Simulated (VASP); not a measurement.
# TiC in VASP: single point with PBEsol

Aim: the single point of TiC with PBEsol.

Everything below comes from runs of VASP 6.6.1. Logs are shortened: lines on timing, memory, paths and dates and some standing lists are left out, and cuts for length are marked.

## Step 1: The cell of the first run

The cell holds a slab with vacuum, 12 atoms: a = 3.060 Å, b = 3.060 Å, c = 28.820 Å, α = 90.00°, β = 90.00°, γ = 90.00°.

## Step 2: Single point, PBEsol

The input, INCAR:

```
SYSTEM = TiC
  ALGO = Normal
  DIPOL = 0.5 0.5 0.499
  EDIFF = 1E-7
  ENCUT = 520
  GGA = PS
  IDIPOL = 3
  ISIF = 2
  ISMEAR = 0
  LASPH = .True.
  LCHARG = .False.
  LDIPOL = .True.
  LREAL = .False.
  LWAVE = .False.
  NBANDS = 60
  NELM = 60
  PREC = Accurate
  SIGMA = 0.1
```

The input, KPOINTS:

```
k-points
0
Gamma
  8 8 1
  0 0 0
```

The input, POSCAR:

```
TiC
1.0
    3.0603581500      0.0000000000      0.0000000000
    0.0000000000      3.0603581500      0.0000000000
    0.0000000000      0.0000000000     28.8199998104
Ti C
6 6
Direct
    0.5000000000      0.5000000000      0.3122831388
    0.0000000000      0.0000000000      0.3873698793
    0.5000000000      0.5000000000      0.4624566298
    0.0000000000      0.0000000000      0.5364241501
    0.5000000000      0.5000000000      0.6100804699
    0.0000000000      0.0000000000      0.6823605550
    0.0000000000      0.0000000000      0.3122831388
    0.5000000000      0.5000000000      0.3873698793
    0.0000000000      0.0000000000      0.4624566298
    0.5000000000      0.5000000000      0.5369234400
    0.0000000000      0.0000000000      0.6111427016
    0.5000000000      0.5000000000      0.6862394898
```

Potentials or basis: VASP PAW PBE potentials, release 64 (Ti_sv, C).

Run with:

```sh
> cat potpaw_PBE.64/Ti_sv/POTCAR potpaw_PBE.64/C/POTCAR > POTCAR
> mpirun -np 1 vasp_std > vasp.out
```

OUTCAR:

```text
SYSTEM = TiC
   EDIFF = 1E-7
   ENCUT = 520
   GGA = PS
   ISIF = 2
   ISMEAR = 0
   LASPH = .True.
   LREAL = .False.
   NELM = 60
   PREC = Accurate

 ion  position               nearest neighbor table
   1  0.500  0.500  0.312-   8 2.16   7 2.16   7 2.16   7 2.16   7 2.16
   2  0.000  0.000  0.387-   7 2.16   8 2.16   8 2.16   8 2.16   8 2.16   9 2.16
   3  0.500  0.500  0.462-  10 2.15   9 2.16   9 2.16   9 2.16   9 2.16   8 2.16
   4  0.000  0.000  0.536-   9 2.13  11 2.15  10 2.16  10 2.16  10 2.16  10 2.16
   5  0.500  0.500  0.610-  10 2.11  11 2.16  11 2.16  11 2.16  11 2.16  12 2.19
   6  0.000  0.000  0.682-  11 2.05  12 2.17  12 2.17  12 2.17  12 2.17
   7  0.000  0.000  0.312-   2 2.16   1 2.16   1 2.16   1 2.16   1 2.16
   8  0.500  0.500  0.387-   1 2.16   2 2.16   2 2.16   2 2.16   2 2.16   3 2.16
   9  0.000  0.000  0.462-   4 2.13   3 2.16   3 2.16   3 2.16   3 2.16   2 2.16
  10  0.500  0.500  0.537-   5 2.11   3 2.15   4 2.16   4 2.16   4 2.16   4 2.16
  11  0.000  0.000  0.611-   6 2.05   4 2.15   5 2.16   5 2.16   5 2.16   5 2.16
  12  0.500  0.500  0.686-   6 2.17   6 2.17   6 2.17   6 2.17   5 2.19

  LATTYP: Found a simple tetragonal cell.
 ALAT       =     3.0603581500
 C/A-ratio  =     9.4171983793

  Lattice vectors:

 A1 = (   3.0603581500,   0.0000000000,   0.0000000000)
 A2 = (   0.0000000000,   3.0603581500,   0.0000000000)
 A3 = (   0.0000000000,   0.0000000000,  28.8199998104)

Analysis of symmetry for initial positions (statically):
=====================================================================
 Subroutine PRICEL returns:
 Original cell was already a primitive cell.

 Routine SETGRP: Setting up the symmetry group for a
 simple tetragonal supercell.

 Subroutine GETGRP returns: Found  8 space group operations
 (whereof  8 operations were pure point group operations)
 out of a pool of 16 trial point group operations.

The static configuration has the point symmetry C_4v.

Analysis of symmetry for dynamics (positions and initial velocities):
=====================================================================
 Subroutine PRICEL returns:
 Original cell was already a primitive cell.

 Routine SETGRP: Setting up the symmetry group for a
 simple tetragonal supercell.

 Subroutine GETGRP returns: Found  8 space group operations
 (whereof  8 operations were pure point group operations)
 out of a pool of 16 trial point group operations.

The dynamic configuration has the point symmetry C_4v.

 Subroutine INISYM returns: Found  8 space group operations
 (whereof  8 operations are pure point group operations),
 and found     1 'primitive' translations

----------------------------------------------------------------------------------------

                                     Primitive cell

  volume of cell :     269.9221

  direct lattice vectors                    reciprocal lattice vectors
     3.060358150  0.000000000  0.000000000     0.326759141  0.000000000  0.000000000
     0.000000000  3.060358150  0.000000000     0.000000000  0.326759141  0.000000000
     0.000000000  0.000000000 28.819999810     0.000000000  0.000000000  0.034698127

  length of vectors
     3.060358150  3.060358150 28.819999810     0.326759141  0.326759141  0.034698127

  position of ions in fractional coordinates (direct lattice)
     0.500000000  0.500000000  0.312283139
     0.000000000  0.000000000  0.387369879
     0.500000000  0.500000000  0.462456630
     0.000000000  0.000000000  0.536424150
     0.500000000  0.500000000  0.610080470
     0.000000000  0.000000000  0.682360555
     0.000000000  0.000000000  0.312283139
     0.500000000  0.500000000  0.387369879
     0.000000000  0.000000000  0.462456630
     0.500000000  0.500000000  0.536923440
     0.000000000  0.000000000  0.611142702
     0.500000000  0.500000000  0.686239490

  ion indices of the primitive-cell ions
   primitive index   ion index
                 1           1
                 2           2
                 3           3
                 4           4
                 5           5
                 6           6
                 7           7
                 8           8
                 9           9
                10          10
[... 24 lines left out ...]
 Subroutine IBZKPT returns following result:
 ===========================================

 Found     15 irreducible k-points:

 Following reciprocal coordinates:
            Coordinates               Weight
  0.000000  0.000000  0.000000      1.000000
  0.125000  0.000000  0.000000      4.000000
  0.250000  0.000000  0.000000      4.000000
  0.375000  0.000000  0.000000      4.000000
  0.500000  0.000000  0.000000      2.000000
  0.125000  0.125000  0.000000      4.000000
  0.250000  0.125000  0.000000      8.000000
  0.375000  0.125000  0.000000      8.000000
  0.500000  0.125000  0.000000      4.000000
  0.250000  0.250000  0.000000      4.000000
  0.375000  0.250000  0.000000      8.000000
  0.500000  0.250000  0.000000      4.000000
  0.375000  0.375000  0.000000      4.000000
  0.500000  0.375000  0.000000      4.000000
  0.500000  0.500000  0.000000      1.000000
   k-points           NKPTS =     15   k-points in BZ     NKDIM =     15   number of bands    NBANDS=     60
   number of dos      NEDOS =    301   number of ions     NIONS =     12
   total plane-waves  NPLWV = 124416
   dimension x,y,z NGX =    24 NGY =   24 NGZ =  216
   dimension x,y,z NGXF=    48 NGYF=   48 NGZF=  432
   ions per type =               6   6
   NGX,Y,Z   is equivalent  to a cutoff of  13.04, 13.04, 12.46 a.u.
   NGXF,Y,Z  is equivalent  to a cutoff of  26.07, 26.07, 24.92 a.u.
 SYSTEM =  TiC
   PREC   = accura    normal or accurate (medium, high low for compatibility)
   ISTART =      0    job   : 0-new  1-cont  2-samecut
   ICHARG =      2    charge: 1-file 2-atom 10-const
   ISPIN  =      1    spin polarized calculation?
   LNONCOLLINEAR =      F non collinear calculations
   LSORBIT =      F    spin-orbit coupling
   LASPH  =      T    aspherical Exc in radial PAW
   ENCUT  =  520.0 eV  38.22 Ry    6.18 a.u.   5.69  5.69 53.59*2*pi/ulx,y,z
   NELM   =     60;   NELMIN=  2; NELMDL= -5     # of ELM steps
   EDIFF  = 0.1E-06   stopping-criterion for ELM
   LREAL  =      F    real-space projection
   EDIFFG = 0.1E-05   stopping-criterion for IOM
   NSW    =      0    number of steps for IOM
   IBRION =     -1    ionic relax: 0-MD 1-quasi-New 2-CG
   NFREE  =      0    steps in history (QN), initial steepest desc. (CG)
   ISIF   =      2    stress and relaxation
   ISYM   =      2    0-nonsym 1-usesym 2-fastsym
   POTIM  = 0.5000    time-step for ionic-motion
   TEBEG  =    0.0;   TEEND  =   0.0 temperature during run
   PSTRESS=    0.0 pullay stress
   NELECT =      96.0000    total number of electrons
   NUPDOWN=      -1.0000    fix difference up-down
   EMIN   =  10.00;   EMAX   =-10.00  energy-range for DOS
   EFERMI =   0.00;   METHOD = LEGACY
   ISMEAR =     0;   SIGMA  =   0.10  broadening in eV -4-tet -1-fermi 0-gaus
   EFERMI_NEDOS =   21; number of points for ismear=-14 and -15
   IALGO  =     38    algorithm
   IMIX   =      4    mixing-type and parameters
     AMIX     =   0.40;   BMIX     =  1.00
     AMIX_MAG =   1.60;   BMIX_MAG =  1.00
  volume/ion in A,a.u.               =      22.49       151.79
  Fermi-wavevector in a.u.,A,eV,Ry     =   1.159896  2.191886 18.304719  1.345359
  Thomas-Fermi vector in A             =   2.296484
   LORBIT       =      0    0 simple, 1 ext, 2 COOP (PROOUT), +10 PAW based schemes
   GGA     = PS    functional components
   LHFCALC =     F    Hartree Fock is set to
   AEXX    =    0.0000 exact exchange contribution
   IVDW    =     0    specifies the selected vdW correction
   LEPSILON=     F    determine dielectric tensor
   LRPA    =     F    only Hartree local field effects (RPA)
 non-spin polarized calculation
 Gauss-broadening in eV      SIGMA  =   0.10
  energy-cutoff  :      520.00
  volume of cell :      269.92
 maximum number of plane-waves:      7332
 NGX is ok and might be reduce to    24
   NGX = 11   NGY = 11   NGZ =107

 dipolmoment           0.000000      0.000000     -0.255916 electrons x Angstroem

 number of electron      96.0000031 magnetization

 dipolmoment           0.000000      0.000000      0.020016 electrons x Angstroem

 Free energy of the ion-electron system (eV)
  ---------------------------------------------------
  ext. energy  EPLUGINS =         0.00000000
  ---------------------------------------------------
  free energy    TOTEN  =      -116.45378788 eV

  energy without entropy =     -116.44568493  energy(sigma->0) =     -116.44973641

 E-fermi :   1.7807     XC(G=0):  -6.3902

 val. band max:        1.7777372537   @ k =   0.2500   0.2500   0.0000
 cond. band min:       1.8452576259   @ k =   0.0000   0.0000   0.0000
 fundamental gap:      0.0675203722
 Fermi energy:         1.7807134757

 k-point     1 :       0.0000    0.0000    0.0000
  band No.  band energies     occupation
      1     -54.5447      2.00000
      2     -54.4935      2.00000
      3     -54.4563      2.00000
      4     -54.4248      2.00000
      5     -54.4019      2.00000
      6     -54.3165      2.00000
[... 934 lines left out ...]
     59       5.2735      0.00000
     60       5.2735      0.00000

------------------------ aborting loop because EDIFF is reached ----------------------------------------

 vacuum level on the upper side and lower side of the slab       (xc-potential included)         0.083        -0.298

  FORCE on cell =-STRESS in cart. coord.  units (eV):
  Direction    XX          YY          ZZ          XY          YZ          ZX
  --------------------------------------------------------------------------------------
  -------------------------------------------------------------------------------------
  Total       -8.2889581     -8.2889581     -2.5719882      0.0000000      0.0000000      0.0000000
  in kB      -49.2007862    -49.2007862    -15.2665561      0.0000000      0.0000000      0.0000000
  external PRESSURE =     -37.8893762 kB  Pullay stress =       0.0000000 kB

 VOLUME and BASIS-vectors are now :
 -----------------------------------------------------------------------------
  energy-cutoff  :      520.00
  volume of cell :      269.92
      direct lattice vectors                 reciprocal lattice vectors
     3.060358150  0.000000000  0.000000000     0.326759141  0.000000000  0.000000000
     0.000000000  3.060358150  0.000000000     0.000000000  0.326759141  0.000000000
     0.000000000  0.000000000 28.819999810     0.000000000  0.000000000  0.034698127

 POSITION                                       TOTAL-FORCE (eV/Angst)
 -----------------------------------------------------------------------------------
      1.53018      1.53018      9.00000         0.000000     -0.000000      1.694136
      0.00000      0.00000     11.16400         0.000000     -0.000000      0.273411
      1.53018      1.53018     13.32800         0.000000      0.000000     -0.127902
      0.00000      0.00000     15.45974         0.000000     -0.000000      0.003897
      1.53018      1.53018     17.58252         0.000000      0.000000     -0.005255
      0.00000      0.00000     19.66563         0.000000     -0.000000      0.007010
      0.00000      0.00000      9.00000         0.000000     -0.000000     -0.898010
      1.53018      1.53018     11.16400         0.000000     -0.000000     -0.639471
      0.00000      0.00000     13.32800         0.000000     -0.000000     -0.329437
      1.53018      1.53018     15.47413         0.000000     -0.000000      0.010277
      0.00000      0.00000     17.61313        -0.000000     -0.000000     -0.002383
      1.53018      1.53018     19.77742         0.000000     -0.000000      0.013727
 -----------------------------------------------------------------------------------
    total drift:                                0.000000     -0.000000     -0.001200

  FREE ENERGIE OF THE ION-ELECTRON SYSTEM (eV)
  ---------------------------------------------------
  free  energy   TOTEN  =      -116.4537878819 eV

  energy  without entropy=     -116.4456849347  energy(sigma->0) =     -116.44973641

 vacuum level on the upper side and lower side of the slab         6.275         5.887
```

It took 10 min on 1 thread of Intel Xeon Platinum 8259CL at 2.50GHz (Skylake/Cascade Lake), shared host; peak memory 0.44 GiB.

What came out:

* Free energy: -116.4538 eV
* Largest force: 1.694 eV/Å
* Band gap on the k mesh: zero (bands 48 and 49 overlap by 0.52 eV)

Forces in eV/Å, atoms in the order of the input:
```
Ti   0.000  0.000  1.694
Ti   0.000  0.000  0.273
Ti   0.000  0.000 -0.128
Ti   0.000  0.000  0.004
Ti   0.000  0.000 -0.005
Ti   0.000  0.000  0.007
C    0.000  0.000 -0.898
C    0.000  0.000 -0.639
C    0.000  0.000 -0.329
C    0.000  0.000  0.010
C    0.000  0.000 -0.002
C    0.000  0.000  0.014
```

Levels at points of the mesh, in eV from the Fermi level:
```tsv
k point	band 44	band 45	band 46	band 47	band 48	band 49	band 50	band 51	band 52	band 53
(0.00, 0.00, 0.00)	-0.15	-0.08	-0.08	0.06	0.06	0.35	0.46	0.46	0.67	1.41
(0.50, 0.00, 0.00)	-2.60	-2.27	-2.23	-2.11	-2.10	2.26	2.26	2.30	2.37	2.56
(0.50, 0.50, 0.00)	-1.16	-0.83	-0.83	-0.46	-0.46	0.14	0.31	1.01	1.01	2.14
```

Caveat: the PAW data sets were made with another functional, which shifts forces and pressure a little.
